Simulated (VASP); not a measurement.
TiTe2:

```xyz
3
Lattice="2.7081 0.0000 0.0000 0.0000 6.2697 0.0000 -0.3148 0.0000 4.7792" Properties=species:S:1:pos:R:3 pbc="T T T"
Ti    1.1967    0.0000    2.3896
Te    0.0000    3.1349    0.0000
Te    0.0000    0.0000    0.0000
```

The cell was built from a structure type or drawn by symmetry, and may not be a known phase.

- Program: VASP 6.6.1
- Task: relaxation of cell and atoms
- Functional: PBE
- Potentials or basis: VASP PAW PBE potentials, release 64 (Ti_sv, Te)
- Cutoff: 600 eV
- k mesh: 6 × 4 × 4
- Occupations: gaussian, width 0.1 eV
- Spin: no spin polarisation

At the start: pressure 12.9 GPa; volume 27.05 Å³/atom.

Problem. Where does the relaxation end?

Solution. Over 47 steps the energy falls by 448.9 meV/atom and the volume is 30.54 Å³/atom (+12.9 %); space group P2/m (No. 10, to 0.1 Å) before, Pmmm (No. 47, to 0.1 Å).

Step by step:
```
step  energy change (eV)  largest force (eV/Å)  pressure (GPa)  volume (Å³)
   1              0.0000                0.0000           12.88        81.15
   3             -0.9534                0.0000           -1.30        96.88
   5             -1.0419                0.0000            1.59        92.56
   7             -1.0884                0.0000            1.39        93.13
   9             -1.1162                0.0000           -0.50        95.93
  11             -1.1193                0.0000           -0.27        95.34
  13             -1.1237                0.0000            0.01        94.36
  15             -1.1318                0.0000           -0.64        94.13
  17             -1.1340                0.0000           -0.59        93.85
  19             -1.1591                0.0000           -0.13        92.53
  21             -1.1692                0.0000            0.09        91.75
  23             -1.1727                0.0000            0.26        91.20
  25             -1.1790                0.0000            0.18        91.31
  27             -1.2168                0.0000           -0.25        92.15
  29             -1.2208                0.0000           -0.30        92.37
  31             -1.2427                0.0000            0.51        91.28
  33             -1.2471                0.0000            1.14        90.56
  35             -1.2687                0.0000            0.34        92.42
  37             -1.2779                0.0000           -0.07        93.58
  39             -1.2902                0.0000           -0.49        94.84
  41             -1.3111                0.0000           -0.77        94.98
  43             -1.3282                0.0000           -0.47        93.55
  45             -1.3463                0.0000            0.10        91.44
  47             -1.3468                0.0000           -0.01        91.63
```

Final structure:
```
Ti Te
1.0
     4.16599    0.00000    0.16080
     0.00000    6.29423    0.00000
    -0.13837    0.00000    3.48917
Ti Te
1 2
Direct
  0.50000 0.00000 0.50000
  0.00000 0.50000 0.00000
  0.00000 0.00000 0.00000
```

Caveat: the k points lie up to 0.45 Å⁻¹ apart in the final cell, too coarse for converged energies and pressures of a metal; a cell axis changed by over 15 % at a fixed basis, so the end point is rough.
